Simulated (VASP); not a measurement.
# PtSe2 (Sudovikovite) in VASP: a series of runs

Aim: see how the results for PtSe2 (Sudovikovite) move with the level of theory and the settings. Levels: PBEsol+D4+U, PBEsol. Tasks: single point.

Everything below comes from runs of VASP 6.6.1. Logs are shortened: lines on timing, memory, paths and dates and some standing lists are left out, and cuts for length are marked.

## (1) The cell of the first run

The typed cell holds 3 atoms: a = 3.724 Å, b = 3.724 Å, c = 5.062 Å, α = 90.00°, β = 90.00°, γ = 120.00°.

## (2) Single point, PBEsol+D4+U (atoms moved at random)

INCAR

```
SYSTEM = PtSe2
ALGO     = Normal         ! electronic algorithm
EDIFF    = 1E-6           ! SCF threshold, eV
ENCUT    = 520            ! plane-wave cutoff, eV
GGA      = PS             ! functional
ISIF     = 2              ! what is computed and relaxed
ISMEAR   = 0              ! smearing method
IVDW     = 13             ! dispersion correction
LASPH    = .TRUE.         ! aspherical terms in the spheres
LCHARG   = .TRUE.         ! write CHGCAR
LDAU     = .TRUE.         ! DFT+U
LDAUJ    = 0 0          
LDAUL    = 2 -1           ! shell
LDAUPRINT= 1            
LDAUTYPE = 2            
LDAUU    = 5 0            ! U, eV
LELF     = .TRUE.         ! ELF
LMAXMIX  = 4              ! l up to which the mixer works
LREAL    = .FALSE.        ! projectors in reciprocal space
LVHAR    = .TRUE.       
LWAVE    = .FALSE.        ! write WAVECAR
NBANDS   = 18             ! bands
NELM     = 150            ! most SCF steps
PREC     = Accurate       ! precision mode
SIGMA    = 0.1            ! smearing width, eV
```

KPOINTS

```
k-points
0
G
  6 6 4
  0 0 0
```

POSCAR

```
PtSe2
1.0
    3.7240000000      0.0000000000      0.0000000000
   -1.8620000000      3.2250786037      0.0000000000
    0.0000000000      0.0000000000      5.0620000000
Pt Se
1 2
Direct
    0.0023324652     -0.0027117855      0.0004135520
    0.6689352668      0.3305935633      0.7414033382
    0.3357272680      0.6639852222      0.2594231098
```

Potentials or basis: VASP PAW PBE potentials, release 64 (Pt, Se).

The run is started by

```console
cat potpaw_PBE.64/Pt/POTCAR potpaw_PBE.64/Se/POTCAR > POTCAR
mpirun -np 1 vasp_std > vasp.out
```

OUTCAR:

```text
SYSTEM = PtSe2
   EDIFF = 1E-6
   ENCUT = 520
   GGA = PS
   ISIF = 2
   ISMEAR = 0
   IVDW = 13
   LASPH = .TRUE.
   LREAL = .FALSE.
   NELM = 150
   PREC = Accurate

 ion  position               nearest neighbor table
   1  0.002  0.997  0.000-   2 2.52   3 2.52   2 2.52   3 2.52   3 2.52   2 2.52
   2  0.669  0.331  0.741-   1 2.52   1 2.52   1 2.52
   3  0.336  0.664  0.259-   1 2.52   1 2.52   1 2.52

  LATTYP: Found a hexagonal cell.
 ALAT       =     3.7240000000
 C/A-ratio  =     1.3592910849

  Lattice vectors:

 A1 = (   3.7240000000,   0.0000000000,   0.0000000000)
 A2 = (  -1.8620000000,   3.2250786037,   0.0000000000)
 A3 = (   0.0000000000,   0.0000000000,   5.0620000000)

Analysis of symmetry for initial positions (statically):
=====================================================================
 Subroutine PRICEL returns:
 Original cell was already a primitive cell.

 Routine SETGRP: Setting up the symmetry group for a
 hexagonal supercell.

 Subroutine GETGRP returns: Found  4 space group operations
 (whereof  1 operations were pure point group operations)
 out of a pool of 24 trial point group operations.

The static configuration has the point symmetry C_1 .
 The point group associated with its full space group is C_2h.

Analysis of symmetry for dynamics (positions and initial velocities):
=====================================================================
 Subroutine PRICEL returns:
 Original cell was already a primitive cell.

 Routine SETGRP: Setting up the symmetry group for a
 hexagonal supercell.

 Subroutine GETGRP returns: Found  4 space group operations
 (whereof  1 operations were pure point group operations)
 out of a pool of 24 trial point group operations.

The dynamic configuration has the point symmetry C_1 .
 The point group associated with its full space group is C_2h.

 Subroutine INISYM returns: Found  4 space group operations
 (whereof  1 operations are pure point group operations),
 and found     1 'primitive' translations

----------------------------------------------------------------------------------------

                                     Primitive cell

  volume of cell :      60.7956

  direct lattice vectors                    reciprocal lattice vectors
     3.724000000  0.000000000  0.000000000     0.268528464  0.155034981  0.000000000
    -1.862000000  3.225078604  0.000000000     0.000000000  0.310069962  0.000000000
     0.000000000  0.000000000  5.062000000     0.000000000  0.000000000  0.197550375

  length of vectors
     3.724000000  3.724000000  5.062000000     0.310069962  0.310069962  0.197550375

  position of ions in fractional coordinates (direct lattice)
     0.002332465  0.997288215  0.000413552
     0.668935267  0.330593563  0.741403338
     0.335727268  0.663985222  0.259423110

  ion indices of the primitive-cell ions
   primitive index   ion index
                 1           1
                 2           2
                 3           3

----------------------------------------------------------------------------------------

 KPOINTS: k-points

Automatic generation of k-mesh.
 Grid dimensions read from file:
 generate k-points for:    6    6    4

 Generating k-lattice:

  Cartesian coordinates                     Fractional coordinates (reciprocal lattice)
     0.044754744  0.025839163  0.000000000     0.166666667  0.000000000  0.000000000
     0.000000000  0.051678327  0.000000000     0.000000000  0.166666667  0.000000000
     0.000000000  0.000000000  0.049387594     0.000000000  0.000000000  0.250000000

[... 43 lines left out ...]
   ions per type =               1   2
   NGX,Y,Z   is equivalent  to a cutoff of  12.50, 12.50, 13.14 a.u.
   NGXF,Y,Z  is equivalent  to a cutoff of  25.00, 25.00, 26.27 a.u.
 SYSTEM =  PtSe2
   PREC   = accura    normal or accurate (medium, high low for compatibility)
   ISTART =      0    job   : 0-new  1-cont  2-samecut
   ICHARG =      2    charge: 1-file 2-atom 10-const
   ISPIN  =      1    spin polarized calculation?
   LNONCOLLINEAR =      F non collinear calculations
   LSORBIT =      F    spin-orbit coupling
   LASPH  =      T    aspherical Exc in radial PAW
   ENCUT  =  520.0 eV  38.22 Ry    6.18 a.u.   6.92  6.92  9.41*2*pi/ulx,y,z
   NELM   =    150;   NELMIN=  2; NELMDL= -5     # of ELM steps
   EDIFF  = 0.1E-05   stopping-criterion for ELM
   LREAL  =      F    real-space projection
   EDIFFG = 0.1E-04   stopping-criterion for IOM
   NSW    =      0    number of steps for IOM
   IBRION =     -1    ionic relax: 0-MD 1-quasi-New 2-CG
   NFREE  =      0    steps in history (QN), initial steepest desc. (CG)
   ISIF   =      2    stress and relaxation
   ISYM   =      2    0-nonsym 1-usesym 2-fastsym
   POTIM  = 0.5000    time-step for ionic-motion
   TEBEG  =    0.0;   TEEND  =   0.0 temperature during run
   PSTRESS=    0.0 pullay stress
   NELECT =      22.0000    total number of electrons
   NUPDOWN=      -1.0000    fix difference up-down
   EMIN   =  10.00;   EMAX   =-10.00  energy-range for DOS
   EFERMI =   0.00;   METHOD = LEGACY
   ISMEAR =     0;   SIGMA  =   0.10  broadening in eV -4-tet -1-fermi 0-gaus
   EFERMI_NEDOS =   21; number of points for ismear=-14 and -15
   IALGO  =     38    algorithm
   IMIX   =      4    mixing-type and parameters
     AMIX     =   0.40;   BMIX     =  1.00
     AMIX_MAG =   1.60;   BMIX_MAG =  1.00
  volume/ion in A,a.u.               =      20.27       136.76
  Fermi-wavevector in a.u.,A,eV,Ry     =   1.166608  2.204570 18.517184  1.360975
  Thomas-Fermi vector in A             =   2.303119
   LORBIT       =      0    0 simple, 1 ext, 2 COOP (PROOUT), +10 PAW based schemes
 LDA+U is selected, type is set to LDAUTYPE =  2
   angular momentum for each species LDAUL =     2   -1
   U (eV)           for each species LDAUU =   5.0  0.0
   J (eV)           for each species LDAUJ =   0.0  0.0
   GGA     = PS    functional components
   LHFCALC =     F    Hartree Fock is set to
   AEXX    =    0.0000 exact exchange contribution
   IVDW    =    13    specifies the selected vdW correction
   LEPSILON=     F    determine dielectric tensor
   LRPA    =     F    only Hartree local field effects (RPA)
 non-spin polarized calculation
 Gauss-broadening in eV      SIGMA  =   0.10
  energy-cutoff  :      520.00
  volume of cell :       60.80
 maximum number of plane-waves:      1654
   NGX = 13   NGY = 13   NGZ = 19

atom =   1  type =  1  l = 2

 onsite density matrix

spin component  1

  0.8615  0.0000 -0.0000  0.1016  0.0000
  0.0000  0.7971  0.0000 -0.0000  0.1016
 -0.0000  0.0000  0.9319  0.0000 -0.0000
  0.1016 -0.0000  0.0000  0.7971  0.0000
  0.0000  0.1016 -0.0000  0.0000  0.8615

spin component  2

  0.8615  0.0000 -0.0000  0.1016  0.0000
  0.0000  0.7971  0.0000 -0.0000  0.1016
 -0.0000  0.0000  0.9319  0.0000 -0.0000
  0.1016 -0.0000  0.0000  0.7971  0.0000
  0.0000  0.1016 -0.0000  0.0000  0.8615

 occupancies and eigenvectors

  o =  0.7227  v =  0.5115 -0.4035  0.0001 -0.6988  0.2953  0.0000  0.0000  0.0000  0.0000  0.0000      0.0000  0.0000  0.0000  0.0000  0.0000  0.0000  0.0000  0.0000  0.0000  0.0000
  o =  0.7227  v =  0.0000  0.0000  0.0000  0.0000  0.0000  0.5115 -0.4035  0.0001 -0.6988  0.2953      0.0000  0.0000  0.0000  0.0000  0.0000  0.0000  0.0000  0.0000  0.0000  0.0000
  o =  0.7228  v = -0.2954 -0.6987 -0.0000  0.4034  0.5116  0.0000  0.0000  0.0000  0.0000  0.0000      0.0000  0.0000  0.0000  0.0000  0.0000  0.0000  0.0000  0.0000  0.0000  0.0000
  o =  0.7228  v =  0.0000  0.0000  0.0000  0.0000  0.0000 -0.2954 -0.6987 -0.0000  0.4034  0.5116      0.0000  0.0000  0.0000  0.0000  0.0000  0.0000  0.0000  0.0000  0.0000  0.0000
  o =  0.9319  v =  0.0000  0.0000  0.0000  0.0000  0.0000  0.0002  0.0001  1.0000  0.0002  0.0001      0.0000  0.0000  0.0000  0.0000  0.0000  0.0000  0.0000  0.0000  0.0000  0.0000
  o =  0.9319  v =  0.0002  0.0001  1.0000  0.0002  0.0001  0.0000  0.0000  0.0000  0.0000  0.0000      0.0000  0.0000  0.0000  0.0000  0.0000  0.0000  0.0000  0.0000  0.0000  0.0000
  o =  0.9359  v = -0.6988 -0.2953  0.0003 -0.5115 -0.4035  0.0000  0.0000  0.0000  0.0000  0.0000      0.0000  0.0000  0.0000  0.0000  0.0000  0.0000  0.0000  0.0000  0.0000  0.0000
  o =  0.9359  v =  0.0000  0.0000  0.0000  0.0000  0.0000 -0.6988 -0.2953  0.0003 -0.5115 -0.4035      0.0000  0.0000  0.0000  0.0000  0.0000  0.0000  0.0000  0.0000  0.0000  0.0000
  o =  0.9359  v =  0.0000  0.0000  0.0000  0.0000  0.0000 -0.4034  0.5116  0.0000 -0.2954  0.6987      0.0000  0.0000  0.0000  0.0000  0.0000  0.0000  0.0000  0.0000  0.0000  0.0000
  o =  0.9359  v = -0.4034  0.5116  0.0000 -0.2954  0.6987  0.0000  0.0000  0.0000  0.0000  0.0000      0.0000  0.0000  0.0000  0.0000  0.0000  0.0000  0.0000  0.0000  0.0000  0.0000

 number of electron      22.0000000 magnetization

 Free energy of the ion-electron system (eV)
  ---------------------------------------------------
  ext. energy  EPLUGINS =         0.00000000
  ---------------------------------------------------
  free energy    TOTEN  =       -12.58838220 eV

  energy without entropy =      -12.58509410  energy(sigma->0) =      -12.58673815

 E-fermi :   6.0615     XC(G=0): -10.8164

 val. band max:        5.9342745056   @ k =   0.3333   0.3333   0.0000
 cond. band min:       6.0661108145   @ k =   0.0000   0.3333   0.2500
 fundamental gap:      0.1318363090
 Fermi energy:         6.0614909585

 k-point     1 :       0.0000    0.0000    0.0000
  band No.  band energies     occupation
      1      -9.3089      2.00000
      2      -6.5823      2.00000
      3      -1.3849      2.00000
      4      -0.4578      2.00000
      5      -0.4577      2.00000
      6       1.1979      2.00000
[... 481 lines left out ...]
      5       0.1392      2.00000
      6       1.4302      2.00000
[... 10 lines left out ...]
     17      15.1215      0.00000
     18      15.4862      0.00000

 [... further k-points ...]

------------------------ aborting loop because EDIFF is reached ----------------------------------------

  DFT-D4 for vdW energy calculation

  Edisp (eV):   -0.86081

  FORCE on cell =-STRESS in cart. coord.  units (eV):
  Direction    XX          YY          ZZ          XY          YZ          ZX
  --------------------------------------------------------------------------------------
  -------------------------------------------------------------------------------------
  Total      -2.12882    -2.13018    -2.48086     0.00118    -0.00167    -0.00290
  in kB     -56.10180   -56.13779   -65.37935     0.03117    -0.04408    -0.07635
  external pressure =      -59.21 kB  Pullay stress =        0.00 kB

 VOLUME and BASIS-vectors are now :
 -----------------------------------------------------------------------------
  energy-cutoff  :      520.00
  volume of cell :       60.80
      direct lattice vectors                 reciprocal lattice vectors
     3.724000000  0.000000000  0.000000000     0.268528464  0.155034981  0.000000000
    -1.862000000  3.225078604  0.000000000     0.000000000  0.310069962  0.000000000
     0.000000000  0.000000000  5.062000000     0.000000000  0.000000000  0.197550375

 POSITION                                       TOTAL-FORCE (eV/Angst)
 -----------------------------------------------------------------------------------
     -1.84826      3.21633      0.00209        -0.000000     -0.000000      0.000000
      1.87555      1.06619      3.75298         0.001040      0.000600      0.366365
      0.01391      2.14140      1.31320        -0.001040     -0.000600     -0.366365
 -----------------------------------------------------------------------------------
    total drift:                                0.004206     -0.002402      0.001098

  FREE ENERGIE OF THE ION-ELECTRON SYSTEM (eV)
  ---------------------------------------------------
  free  energy   TOTEN  =       -13.4491952336 eV

  energy  without entropy=      -13.4459071277  energy(sigma->0) =      -13.44755118
```

Run time: 78 s. Hardware: 1 thread of Intel Xeon Platinum 8259CL at 2.50GHz (Skylake/Cascade Lake), shared host; peak memory 0.21 GiB.

Results:

* Free energy: -13.4492 eV
* Pressure: -5.9 GPa
* Largest force: 0.366 eV/Å
* Band gap on the k mesh: zero (band 11 reaches 6.76 eV, above the bottom of band 12 at 5.93 eV)
* Dispersion energy per atom: -0.287 eV

Forces on the atoms (eV/Å):
```
Pt   0.000  0.000  0.000
Se   0.001  0.001  0.366
Se  -0.001 -0.001 -0.366
```

Levels at points of the mesh, in eV from the Fermi level:
| k point | band 7 | band 8 | band 9 | band 10 | band 11 | band 12 | band 13 | band 14 | band 15 | band 16 |
| --- | --- | --- | --- | --- | --- | --- | --- | --- | --- | --- |
| (0.00, 0.00, 0.00) | -4.86 | -3.28 | -0.74 | -0.74 | 0.69 | 1.28 | 1.28 | 3.78 | 4.27 | 7.65 |
| (0.50, 0.00, 0.00) | -4.25 | -3.82 | -3.67 | -3.21 | -3.21 | 0.52 | 2.34 | 4.89 | 6.08 | 6.85 |
| (0.00, 0.50, 0.00) | -4.25 | -3.82 | -3.67 | -3.21 | -3.21 | 0.52 | 2.35 | 4.89 | 6.08 | 6.85 |
| (0.00, 0.00, 0.50) | -4.90 | -2.86 | -1.92 | -1.29 | -1.29 | 2.26 | 2.26 | 5.11 | 6.43 | 7.16 |
| (0.50, 0.00, 0.50) | -4.51 | -4.21 | -3.89 | -2.34 | -1.13 | 0.78 | 1.51 | 4.71 | 4.90 | 7.26 |
| (0.00, 0.50, 0.50) | -4.51 | -4.21 | -3.89 | -2.34 | -1.12 | 0.78 | 1.51 | 4.71 | 4.90 | 7.26 |

Eigenvalues of the final occupation matrices:
| site | spin | trace | eigenvalues |
| --- | --- | --- | --- |
| site 1 d | 1 | 4.25 | 0.72 0.72 0.93 0.94 0.94 |
| site 1 d | 2 | 4.25 | 0.72 0.72 0.93 0.94 0.94 |

Caveat: the cell differs from its parent crystal (atoms moved at random); the PAW data sets were made with another functional, which shifts forces and pressure a little; spin-orbit coupling is left out, which moves the levels of the heavy elements; U without spin polarisation on a metal has little footing; pairwise dispersion overbinds metals, which lowers pressure and volume.

## (3) Single point, PBEsol

INCAR

```
SYSTEM = PtSe2
  PREC = Accurate
  ENCUT = 520
  EDIFF = 1E-6
  ISMEAR = -1
  SIGMA = 0.05
  LREAL = .FALSE.
  LASPH = .TRUE.
  NELM = 100
  ALGO = Normal
  ISIF = 2
  LWAVE = .FALSE.
  LCHARG = .FALSE.
  GGA = PS
  NBANDS = 18
```

KPOINTS

```
regular mesh
0
G
  6 6 4
  0 0 0
```

POSCAR

```
PtSe2
1.0
    3.7240000000      0.0000000000      0.0000000000
   -1.8620000000      3.2250786037      0.0000000000
    0.0000000000      0.0000000000      5.0620000000
Pt Se
1 2
Direct
    0.0000000000      0.0000000000      0.0000000000
    0.6666666667      0.3333333333      0.7500000000
    0.3333333333      0.6666666667      0.2500000000
```

Potentials or basis: VASP PAW PBE potentials, release 64 (Pt, Se).

The run is started by

```console
cat potpaw_PBE.64/Pt/POTCAR potpaw_PBE.64/Se/POTCAR > POTCAR
mpirun -np 1 vasp_std > vasp.out
```

Wall time 26 s (1 thread of Intel Xeon 6975P-C, shared host); peak memory 0.19 GiB.

Results (log left out):

```
Free energy            : -15.8897 eV
Pressure               : 2.2 GPa
Largest force          : 0.347 eV/Å
Band gap on the k mesh : zero (band 11 reaches 6.81 eV, above the bottom of band 12 at 6.39 eV)
```

Forces on the atoms (eV/Å):
```
Pt   0.000  0.000  0.000
Se   0.000  0.000 -0.347
Se   0.000  0.000  0.347
```

Stress tensor (GPa, compression positive):
```
2.74 0.00 0.00
0.00 2.74 0.00
0.00 0.00 1.23
```

Levels at points of the mesh, in eV from the Fermi level:
```csv
k point,band 9,band 10,band 11,band 12,band 13,band 14
"(0.00, 0.00, 0.00)",-1.05,-1.05,0.42,1.48,1.48,3.50
"(0.50, 0.00, 0.00)",-3.49,-3.41,-2.97,0.65,2.38,4.74
"(0.00, 0.00, 0.50)",-1.70,-1.49,-1.49,2.33,2.33,4.72
"(0.50, 0.00, 0.50)",-3.22,-2.86,-1.37,1.00,1.52,4.53
```

Caveat: the PAW data sets were made with another functional, which shifts forces and pressure a little; spin-orbit coupling is left out, which moves the levels of the heavy elements.
